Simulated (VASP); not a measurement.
# BaS (Fm-3m) in VASP: a series of runs

Runs on BaS. Level: PBE. Tasks: single point.

Program: VASP 6.6.1. These are calculated values, not measurements. Logs are shortened: lines on timing, memory, paths and dates and some standing lists are left out, and cuts for length are marked.

**1. The cell of the first run**

Symmetry: Fm-3m, No. 225, cubic system. The conventional cell has a = 6.279 Å, b = 6.279 Å, c = 6.279 Å, α = 90.00°, β = 90.00°, γ = 90.00°. Ba (site symmetry m-3m) has 6 S at 3.14 Å within 4.1 Å. Within 4.1 Å of S (site symmetry m-3m) lie 6 Ba at 3.14 Å.

**2. Single point, PBE (30.95 Å³/atom)**

INCAR reads:

```
SYSTEM = BaS
  PREC = Accurate
  ENCUT = 520
  EDIFF = 1E-6
  ISMEAR = -1
  SIGMA = 0.02
  LREAL = .FALSE.
  LASPH = .TRUE.
  NELM = 80
  ALGO = Normal
  ISIF = 2
  LWAVE = .FALSE.
  LCHARG = .FALSE.
  GGA = PE
  NBANDS = 15
```

KPOINTS reads:

```
Automatic mesh
0
G
  8 8 8
  0 0 0
```

POSCAR reads:

```
BaS
1.0
    0.0000000000      3.1396081846      3.1396081846
    3.1396081846      0.0000000000      3.1396081846
    3.1396081846      3.1396081846      0.0000000000
Ba S
1 1
Direct
    0.0000000000      0.0000000000      0.0000000000
    0.5000000000      0.5000000000      0.5000000000
```

Potentials or basis: VASP PAW PBE potentials, release 64 (Ba_sv, S).

Started as:

```
cat potpaw_PBE.64/Ba_sv/POTCAR potpaw_PBE.64/S/POTCAR > POTCAR
mpirun -np 1 vasp_std > vasp.out
```

OUTCAR:

```text
SYSTEM = BaS
   PREC = Accurate
   ENCUT = 520
   EDIFF = 1E-6
   ISMEAR = -1
   LREAL = .FALSE.
   LASPH = .TRUE.
   NELM = 80
   ISIF = 2
   GGA = PE

 ion  position               nearest neighbor table
   1  0.000  0.000  0.000-   2 3.14   2 3.14   2 3.14   2 3.14   2 3.14   2 3.14
   2  0.500  0.500  0.500-   1 3.14   1 3.14   1 3.14   1 3.14   1 3.14   1 3.14

  LATTYP: Found a face centered cubic cell.
 ALAT       =     6.2792163692

  Lattice vectors:

 A1 = (   0.0000000000,   3.1396081846,   3.1396081846)
 A2 = (   3.1396081846,   0.0000000000,   3.1396081846)
 A3 = (   3.1396081846,   3.1396081846,   0.0000000000)

Analysis of symmetry for initial positions (statically):
=====================================================================
 Subroutine PRICEL returns:
 Original cell was already a primitive cell.

 Routine SETGRP: Setting up the symmetry group for a
 face centered cubic supercell.

 Subroutine GETGRP returns: Found 48 space group operations
 (whereof 48 operations were pure point group operations)
 out of a pool of 48 trial point group operations.

The static configuration has the point symmetry O_h .

Analysis of symmetry for dynamics (positions and initial velocities):
=====================================================================
 Subroutine PRICEL returns:
 Original cell was already a primitive cell.

 Routine SETGRP: Setting up the symmetry group for a
 face centered cubic supercell.

 Subroutine GETGRP returns: Found 48 space group operations
 (whereof 48 operations were pure point group operations)
 out of a pool of 48 trial point group operations.

The dynamic configuration has the point symmetry O_h .

 Subroutine INISYM returns: Found 48 space group operations
 (whereof 48 operations are pure point group operations),
 and found     1 'primitive' translations

----------------------------------------------------------------------------------------

                                     Primitive cell

  volume of cell :      61.8951

  direct lattice vectors                    reciprocal lattice vectors
     0.000000000  3.139608185  3.139608185    -0.159255541  0.159255541  0.159255541
     3.139608185  0.000000000  3.139608185     0.159255541 -0.159255541  0.159255541
     3.139608185  3.139608185  0.000000000     0.159255541  0.159255541 -0.159255541

  length of vectors
     4.440076475  4.440076475  4.440076475     0.275838688  0.275838688  0.275838688

  position of ions in fractional coordinates (direct lattice)
     0.000000000  0.000000000  0.000000000
     0.500000000  0.500000000  0.500000000

  ion indices of the primitive-cell ions
   primitive index   ion index
                 1           1
                 2           2

----------------------------------------------------------------------------------------

 KPOINTS: Automatic mesh

Automatic generation of k-mesh.
 Grid dimensions read from file:
 generate k-points for:    8    8    8

 Generating k-lattice:

  Cartesian coordinates                     Fractional coordinates (reciprocal lattice)
    -0.019906943  0.019906943  0.019906943     0.125000000  0.000000000  0.000000000
     0.019906943 -0.019906943  0.019906943     0.000000000  0.125000000  0.000000000
     0.019906943  0.019906943 -0.019906943     0.000000000  0.000000000  0.125000000

  Length of vectors
     0.034479836  0.034479836  0.034479836

  Shift w.r.t. Gamma in fractional coordinates (k-lattice)
     0.000000000  0.000000000  0.000000000

 Subroutine IBZKPT returns following result:
 ===========================================

 Found     29 irreducible k-points:

 Following reciprocal coordinates:
            Coordinates               Weight
  0.000000  0.000000  0.000000      1.000000
  0.125000  0.000000  0.000000      8.000000
  0.250000  0.000000  0.000000      8.000000
  0.375000  0.000000  0.000000      8.000000
  0.500000  0.000000  0.000000      4.000000
  0.125000  0.125000  0.000000      6.000000
[... 16 lines left out ...]
  0.500000  0.250000  0.125000     48.000000
 -0.375000  0.250000  0.125000     24.000000
 [... further k-points ...]
   k-points           NKPTS =     29   k-points in BZ     NKDIM =     29   number of bands    NBANDS=     15
   number of dos      NEDOS =    301   number of ions     NIONS =      2
   total plane-waves  NPLWV =  46656
   dimension x,y,z NGX =    36 NGY =   36 NGZ =   36
   dimension x,y,z NGXF=    72 NGYF=   72 NGZF=   72
   ions per type =               1   1
   NGX,Y,Z   is equivalent  to a cutoff of  13.48, 13.48, 13.48 a.u.
   NGXF,Y,Z  is equivalent  to a cutoff of  26.96, 26.96, 26.96 a.u.
 SYSTEM =  BaS
   PREC   = accura    normal or accurate (medium, high low for compatibility)
   ISTART =      0    job   : 0-new  1-cont  2-samecut
   ICHARG =      2    charge: 1-file 2-atom 10-const
   ISPIN  =      1    spin polarized calculation?
   LNONCOLLINEAR =      F non collinear calculations
   LSORBIT =      F    spin-orbit coupling
   LASPH  =      T    aspherical Exc in radial PAW
   ENCUT  =  520.0 eV  38.22 Ry    6.18 a.u.   8.26  8.26  8.26*2*pi/ulx,y,z
   NELM   =     80;   NELMIN=  2; NELMDL= -5     # of ELM steps
   EDIFF  = 0.1E-05   stopping-criterion for ELM
   LREAL  =      F    real-space projection
   EDIFFG = 0.1E-04   stopping-criterion for IOM
   NSW    =      0    number of steps for IOM
   IBRION =     -1    ionic relax: 0-MD 1-quasi-New 2-CG
   NFREE  =      0    steps in history (QN), initial steepest desc. (CG)
   ISIF   =      2    stress and relaxation
   ISYM   =      2    0-nonsym 1-usesym 2-fastsym
   POTIM  = 0.5000    time-step for ionic-motion
   TEBEG  =    0.0;   TEEND  =   0.0 temperature during run
   PSTRESS=    0.0 pullay stress
   NELECT =      16.0000    total number of electrons
   NUPDOWN=      -1.0000    fix difference up-down
   EMIN   =  10.00;   EMAX   =-10.00  energy-range for DOS
   EFERMI =   0.00;   METHOD = LEGACY
   ISMEAR =    -1;   SIGMA  =   0.02  broadening in eV -4-tet -1-fermi 0-gaus
   EFERMI_NEDOS =   21; number of points for ismear=-14 and -15
   IALGO  =     38    algorithm
   IMIX   =      4    mixing-type and parameters
     AMIX     =   0.40;   BMIX     =  1.00
     AMIX_MAG =   1.60;   BMIX_MAG =  1.00
  volume/ion in A,a.u.               =      30.95       208.84
  Fermi-wavevector in a.u.,A,eV,Ry     =   1.042868  1.970735 14.797340  1.087574
  Thomas-Fermi vector in A             =   2.177552
   LORBIT       =      0    0 simple, 1 ext, 2 COOP (PROOUT), +10 PAW based schemes
   GGA     = PE    functional components
   LHFCALC =     F    Hartree Fock is set to
   AEXX    =    0.0000 exact exchange contribution
   IVDW    =     0    specifies the selected vdW correction
   LEPSILON=     F    determine dielectric tensor
   LRPA    =     F    only Hartree local field effects (RPA)
 non-spin polarized calculation
  energy-cutoff  :      520.00
  volume of cell :       61.90
 maximum number of plane-waves:      1700
 NGX is ok and might be reduce to    36
   NGX = 17   NGY = 17   NGZ = 17

 number of electron      15.9999998 magnetization

 Free energy of the ion-electron system (eV)
  ---------------------------------------------------
  ext. energy  EPLUGINS =         0.00000000
  ---------------------------------------------------
  free energy    TOTEN  =       -10.12870335 eV

  energy without entropy =      -10.12870335  energy(sigma->0) =      -10.12870335

 E-fermi :   2.1905     XC(G=0):  -8.8413

 val. band max:        1.7297392803   @ k =   0.0000   0.0000   0.0000
 cond. band min:       3.7415534822   @ k =   0.5000   0.5000   0.0000
 fundamental gap:      2.0118142019
 Fermi energy:         2.1904611791

 k-point     1 :       0.0000    0.0000    0.0000
  band No.  band energies     occupation
      1     -24.1886      2.00000
      2      -9.2365      2.00000
      3      -9.2365      2.00000
      4      -9.2365      2.00000
      5      -8.7119      2.00000
      6       1.7297      2.00000
      7       1.7297      2.00000
      8       1.7297      2.00000
      9       5.5872      0.00000
     10       5.5980      0.00000
     11       5.5980      0.00000
     12       5.5980      0.00000
     13       6.5790      0.00000
     14       6.5790      0.00000
     15      10.5484      0.00000

 k-point     2 :       0.1250    0.0000    0.0000
  band No.  band energies     occupation
      1     -24.1802      2.00000
      2      -9.6538      2.00000
      3      -9.2431      2.00000
      4      -9.2431      2.00000
      5      -8.2814      2.00000
      6       1.3004      2.00000
      7       1.4958      2.00000
      8       1.4958      2.00000
      9       5.6214      0.00000
     10       5.8459      0.00000
     11       5.8459      0.00000
     12       6.1938      0.00000
     13       7.0734      0.00000
     14       7.0734      0.00000
     15      11.2095      0.00000

 k-point     3 :       0.2500    0.0000    0.0000
  band No.  band energies     occupation
      1     -24.1597      2.00000
      2     -10.1561      2.00000
      3      -9.2586      2.00000
      4      -9.2586      2.00000
      5      -7.7446      2.00000
      6       0.5189      2.00000
      7       1.0388      2.00000
      8       1.0388      2.00000
      9       5.8713      0.00000
     10       6.5399      0.00000
     11       6.5399      0.00000
     12       7.4240      0.00000
     13       8.3039      0.00000
     14       8.3039      0.00000
     15      12.5944      0.00000

 k-point     4 :       0.3750    0.0000    0.0000
  band No.  band energies     occupation
      1     -24.1391      2.00000
      2     -10.4985      2.00000
      3      -9.2739      2.00000
      4      -9.2739      2.00000
      5      -7.3633      2.00000
      6      -0.0940      2.00000
      7       0.6731      2.00000
      8       0.6731      2.00000
      9       6.5305      0.00000
     10       7.5439      0.00000
     11       7.5439      0.00000
     12       8.1549      0.00000
     13       9.8202      0.00000
     14       9.8202      0.00000
     15      12.2445      0.00000
[... 307 lines left out ...]
 k-point    22 :       0.3750    0.2500    0.1250
  band No.  band energies     occupation
      1     -24.1449      2.00000
      2     -10.1797      2.00000
      3      -9.3978      2.00000
      4      -9.2939      2.00000
      5      -7.7419      2.00000
      6       0.2614      2.00000
      7       0.9776      2.00000
      8       1.4300      2.00000
      9       5.0924      0.00000
     10       6.9923      0.00000
     11       7.3381      0.00000
     12       7.9467      0.00000
     13       8.1782      0.00000
     14      10.1746      0.00000
     15      12.3241      0.00000

 k-point    23 :       0.5000    0.2500    0.1250
  band No.  band energies     occupation
      1     -24.1286      2.00000
      2     -10.3234      2.00000
      3      -9.4598      2.00000
      4      -9.3332      2.00000
      5      -7.6244      2.00000
      6       0.1983      2.00000
      7       0.7384      2.00000
      8       1.1777      2.00000
      9       5.6199      0.00000
     10       7.5294      0.00000
     11       8.0474      0.00000
     12       8.2511      0.00000
     13       9.4734      0.00000
     14      10.7957      0.00000
     15      11.5254      0.00000

 k-point    24 :      -0.3750    0.2500    0.1250
  band No.  band energies     occupation
      1     -24.1218      2.00000
      2     -10.3797      2.00000
      3      -9.4711      2.00000
      4      -9.3630      2.00000
      5      -7.5806      2.00000
      6       0.1668      2.00000
      7       0.8083      2.00000
      8       0.9114      2.00000
      9       6.4951      0.00000
     10       6.6901      0.00000
     11       8.6027      0.00000
     12       8.9135      0.00000
     13       9.8695      0.00000
     14      10.7863      0.00000
     15      11.5869      0.00000

 [... further k-points ...]

------------------------ aborting loop because EDIFF is reached ----------------------------------------

  FORCE on cell =-STRESS in cart. coord.  units (eV):
  Direction    XX          YY          ZZ          XY          YZ          ZX
  --------------------------------------------------------------------------------------
  -------------------------------------------------------------------------------------
  Total        1.6073887      1.6073887      1.6073887     -0.0000000      0.0000000     -0.0000000
  in kB       41.6078380     41.6078380     41.6078380     -0.0000000      0.0000000     -0.0000000
  external PRESSURE =      41.6078380 kB  Pullay stress =       0.0000000 kB

 VOLUME and BASIS-vectors are now :
 -----------------------------------------------------------------------------
  energy-cutoff  :      520.00
  volume of cell :       61.90
      direct lattice vectors                 reciprocal lattice vectors
     0.000000000  3.139608185  3.139608185    -0.159255541  0.159255541  0.159255541
     3.139608185  0.000000000  3.139608185     0.159255541 -0.159255541  0.159255541
     3.139608185  3.139608185  0.000000000     0.159255541  0.159255541 -0.159255541

 POSITION                                       TOTAL-FORCE (eV/Angst)
 -----------------------------------------------------------------------------------
      0.00000      0.00000      0.00000         0.000000     -0.000000      0.000000
      3.13961      3.13961      3.13961        -0.000000      0.000000     -0.000000
 -----------------------------------------------------------------------------------
    total drift:                                0.000000      0.000000      0.000000

  FREE ENERGIE OF THE ION-ELECTRON SYSTEM (eV)
  ---------------------------------------------------
  free  energy   TOTEN  =       -10.1287033515 eV

  energy  without entropy=      -10.1287033515  energy(sigma->0) =      -10.12870335
```

Run time: 23 s. Hardware: 1 thread of Intel Xeon Platinum 8259CL at 2.50GHz (Skylake/Cascade Lake), shared host; peak memory 0.21 GiB.

What came out:

| Item | Value |
| --- | --- |
| Free energy | -10.1287 eV |
| Pressure | 4.2 GPa |
| Band gap on the k mesh | 2.01 eV (least direct gap 2.12 eV) |

Caveat: the cell stands under pressure; spin-orbit coupling is left out, which moves the levels of the heavy elements.

**3. Single point, PBE (30.62 Å³/atom)**

This run uses another cell than the first one, of 30.62 Å³/atom.

INCAR reads:

```
PREC = Accurate
ENCUT = 520
EDIFF = 1E-7
ISMEAR = -1
SIGMA = 0.02
LREAL = F
LASPH = T
NELM = 80
ALGO = Normal
ISIF = 2
LWAVE = F
LCHARG = T
GGA = PE
LELF = T
LVHAR = T
NBANDS = 15
```

KPOINTS reads:

```
regular mesh
0
Gamma
  8 8 8
```

POSCAR reads:

```
BaS
1.0
    0.0000000000      3.1285531347      3.1285531347
    3.1285531347      0.0000000000      3.1285531347
    3.1285531347      3.1285531347      0.0000000000
Ba S
1 1
Direct
    0.0000000000      0.0000000000      0.0000000000
    0.5000000000      0.5000000000      0.5000000000
```

Potentials or basis: VASP PAW PBE potentials, release 64 (Ba_sv, S).

Started as:

```
cat potpaw_PBE.64/Ba_sv/POTCAR potpaw_PBE.64/S/POTCAR > POTCAR
mpirun -np 1 vasp_std > vasp.out
```

Run time: 24 s. Hardware: 1 thread of Intel Xeon Platinum 8259CL at 2.50GHz (Skylake/Cascade Lake), shared host; peak memory 0.21 GiB.

The run converged. Its results:

```
Free energy            : -10.1104 eV
Pressure               : 4.8 GPa
Band gap on the k mesh : 1.99 eV (least direct gap 2.09 eV)
```

Levels at points of the mesh, in eV from the valence-band top:
```
           k point  band 6  band 7  band 8  band 9  band 10  band 11
(0.00, 0.00, 0.00)    0.00    0.00    0.00    3.87     3.87     3.87
(0.50, 0.00, 0.00)   -2.07   -1.21   -1.21    5.75     5.88     6.54
(0.50, 0.50, 0.00)   -0.44   -0.10   -0.10    1.99     6.09     6.41
```

Caveat: the cell stands under pressure; spin-orbit coupling is left out, which moves the levels of the heavy elements. A k mesh can miss the band edges.

[end of part 1 of 2]
